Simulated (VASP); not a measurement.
BaZrO3: single point with PBE

The system is BaZrO3.

```xyz
5
Lattice="4.2053 0.0000 0.0000 0.0000 4.2053 0.0000 0.0000 0.0000 4.2054" Properties=species:S:1:pos:R:3 pbc="T T T"
Ba    2.1027    2.1027    2.4056
Zr    0.0000    0.0000    0.3028
O     0.0000    2.1027    0.3028
O     2.1027    0.0000    0.3028
O     0.0000    0.0000    2.4054
```

```
Program             : VASP 6.6.1
Task                : single point
Functional          : PBE
Potentials or basis : VASP PAW PBE potentials, release 64 (Ba_sv, Zr_sv, O)
Cutoff              : 520 eV
k mesh              : 6 × 6 × 6
Occupations         : gaussian, width 0.01 eV
Spin                : non-collinear spin, zero start, spin-orbit coupling
Starting moments    : [[0.0, 0.0, 0.0], [0.0, 0.0, 0.0], [0.0, 0.0, 0.0], [0.0, 0.0, 0.0], [0.0, 0.0, 0.0]] μB
```

```yaml
Pressure: 3.4 GPa
Net_moment: 0.00 μB per cell
Valence_electrons_inside_the_program's_atomic_spheres: Ba 7.90; Zr 9.70; O 5.04
```

Moments on the atoms (μB; x, y, z):
```
Ba  0.00 0.00 0.00
Zr  0.00 0.00 0.00
O   0.00 0.00 0.00
O   0.00 0.00 0.00
O   0.00 0.00 0.00
```

Run time: 4.2 min on 1 thread of Intel(R) Xeon(R) 6975P-C (Granite Rapids) (shared host), peak memory 0.53 GiB.

Caveat: the cell stands under pressure.
